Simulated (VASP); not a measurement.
A run of VASP 6.6.1 is set up as follows.

INCAR

```
SYSTEM = NaCu12
ALGO     = Normal         ! electronic algorithm
DIPOL    = 0.5 0.5 0.320
EDIFF    = 1E-7           ! SCF threshold, eV
ENCUT    = 520            ! plane-wave cutoff, eV
GGA      = PE             ! functional
IDIPOL   = 3            
ISIF     = 2              ! what is computed and relaxed
ISMEAR   = 0              ! smearing method
LASPH    = .True.         ! aspherical terms in the spheres
LCHARG   = .True.         ! write CHGCAR
LDIPOL   = .True.       
LELF     = .True.         ! ELF
LREAL    = .False.        ! projectors in reciprocal space
LVACPOTAV= .True.       
LVHAR    = .True.       
LWAVE    = .False.        ! write WAVECAR
NBANDS   = 82             ! bands
NELM     = 80             ! most SCF steps
PREC     = Accurate       ! precision mode
SIGMA    = 0.1            ! smearing width, eV
```

The input KPOINTS:

```
k-points
0
Gamma
  5 5 1
  0 0 0
```

Contents of POSCAR:

```
NaCu12
1.0
    5.1319544654      0.0000000000      0.0000000000
    0.0000000000      5.1319544654      0.0000000000
    0.0000000000      0.0000000000     19.0279314150
Cu Na
12 1
Direct
    0.2500000000      0.2500000000      0.2102172807
    0.2500000000      0.7500000000      0.2102172807
    0.7500000000      0.2500000000      0.2102172807
    0.7500000000      0.7500000000      0.2102172807
    0.0000000000      0.0000000000      0.3029241254
    0.0000000000      0.5000000000      0.3029241254
    0.5000000000      0.0000000000      0.3029241254
    0.5000000000      0.5000000000      0.3029241254
    0.2500000000      0.2500000000      0.3956253179
    0.2500000000      0.7500000000      0.3956253179
    0.7500000000      0.2500000000      0.3956253179
    0.7500000000      0.7500000000      0.3956253179
    0.3333333333      0.3333333333      0.5275029584
```

Potentials or basis: VASP PAW PBE potentials, release 64 (Cu, Na_pv).

Command:

```sh
$ cat potpaw_PBE.64/Cu/POTCAR potpaw_PBE.64/Na_pv/POTCAR > POTCAR
$ mpirun -np 1 vasp_std > vasp.out
```

What does it give for the largest force?

0.413 eV/Å.

Predict the band gap on the k mesh.

zero (an odd number of electrons rules out a gap without spin polarisation).

Forces in eV/Å, atoms in the order of the input:
```
Cu   0.004  0.004 -0.022
Cu   0.004 -0.004 -0.033
Cu  -0.004  0.004 -0.033
Cu  -0.005 -0.005 -0.046
Cu  -0.005 -0.005 -0.078
Cu  -0.006  0.005 -0.092
Cu   0.005 -0.006 -0.092
Cu   0.006  0.006 -0.103
Cu  -0.089 -0.089 -0.393
Cu   0.017 -0.005  0.309
Cu  -0.005  0.017  0.309
Cu  -0.024 -0.024  0.260
Na   0.103  0.103  0.012
```
